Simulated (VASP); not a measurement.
A run of VASP 6.6.1 is set up as follows.

The input INCAR:

```
  PREC = Accurate
  ENCUT = 600
  EDIFF = 1E-6
  ISMEAR = -1
  SIGMA = 0.05
  LREAL = False
  LASPH = True
  NELM = 100
  ALGO = Normal
  ISIF = 3
  LWAVE = False
  LCHARG = False
  GGA = PE
  IBRION = 2
  NSW = 60
  EDIFFG = -0.005
  PSTRESS = 260.0
```

File KPOINTS:

```
Automatic mesh
0
Gamma
  19 19 19
```

File POSCAR:

```
O
1.0
   -1.8671358384      1.8671358384      1.0269247111
    1.8671358384     -1.8671358384      1.0269247111
    1.8671358384      1.8671358384     -1.0269247111
O
2
Direct
   -0.3750000000     -0.1250000000     -0.2500000000
    0.3750000000      0.1250000000      0.2500000000
```

Potentials or basis: VASP PAW PBE potentials, release 64 (O).

Run with:

```sh
$ cat potpaw_PBE.64/O/POTCAR > POTCAR
$ mpirun -np 1 vasp_std > vasp.out
```

(1) Estimate the space group after relaxing (to 0.1 Å).

(2) Estimate the relaxed volume.

## Answers

(1) I4_1/amd (No. 141).

(2) 7.28 Å³/atom.

Caveat: the cell is relaxed towards a set pressure, so the run minimises the enthalpy, not the energy.
